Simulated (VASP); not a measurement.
Here is a VASP 6.6.1 calculation.

The input INCAR:

```
SYSTEM = Ir
  PREC = Accurate
  ENCUT = 500
  EDIFF = 1E-6
  ISMEAR = -1
  SIGMA = 0.1
  LREAL = .False.
  LASPH = .True.
  NELM = 120
  ALGO = Normal
  ISIF = 2
  LWAVE = .False.
  LCHARG = .False.
  GGA = PE
  NBANDS = 16
  GGA_COMPAT = .False.
```

KPOINTS

```
regular mesh
0
Gamma
  25 25 14
  0 0 0
```

File POSCAR:

```
Ir
1.0
   -2.4920314326      2.1389352267      1.3169647336
    2.1389352267     -2.4920314326      1.3169647336
    2.8547439290      2.8547439290     -1.9636610814
Ir
2
Direct
    0.9774778490      0.0225221510      1.0000000000
    0.7725221510      0.2274778490      0.5000000000
```

Potentials or basis: VASP PAW PBE potentials, release 64 (Ir).

Command:

```sh
$ cat potpaw_PBE.64/Ir/POTCAR > POTCAR
$ mpirun -np 1 vasp_std > vasp.out
```

**Question.** Predict the largest force.

**Answer.** 0.015 eV/Å.

**Question.** What does it give for the pressure?

**Answer.** 0.3 GPa.

Forces on the atoms (eV/Å):
```
Ir  -0.011  0.011  0.000
Ir   0.011 -0.011  0.000
```
